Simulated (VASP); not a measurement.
HfN, 2 atoms in the cell. The structure is cubic, space group Fm-3m (No. 225). The conventional cell has a = 4.577 Å, b = 4.577 Å, c = 4.577 Å, α = 90.00°, β = 90.00°, γ = 90.00°. Within 3.0 Å of Hf (site symmetry m-3m) lie 6 N at 2.29 Å. Within 3.0 Å of N (site symmetry m-3m) lie 6 Hf at 2.29 Å. 

| Item | Value |
| --- | --- |
| Program | VASP 6.6.1 |
| Task | single point |
| Functional | r2SCAN |
| Dispersion | D3(BJ) |
| Potentials or basis | VASP PAW PBE potentials, release 64 (Hf_pv, N) |
| Cutoff | 520 eV |
| k mesh | 10 × 10 × 10 |
| Occupations | gaussian, width 0.05 eV |
| Spin | no spin polarisation |
| Dipole correction | no |
| Further INCAR settings | ALGO = Normal; EDIFF = 1e-06; NBANDS = 14 |

Potentials or basis: VASP PAW PBE potentials, release 64 (Hf_pv, N).

Command:

```console
$ cat potpaw_PBE.64/Hf_pv/POTCAR potpaw_PBE.64/N/POTCAR > POTCAR
$ cp INCAR.step1 INCAR
$ mpirun -np 1 vasp_std > vasp.out
$ cp INCAR.step2 INCAR
$ mpirun -np 1 vasp_std > vasp.out
```

Hardware: 1 thread of Intel(R) Xeon(R) Platinum 8488C (Sapphire Rapids), with other jobs on the host.

Task: How long does it take, and how much memory?

Result: Wall time 25 s on 1 thread of Intel(R) Xeon(R) Platinum 8488C (Sapphire Rapids), on a shared host, peak memory 0.16 GiB. Counts: k points 47.
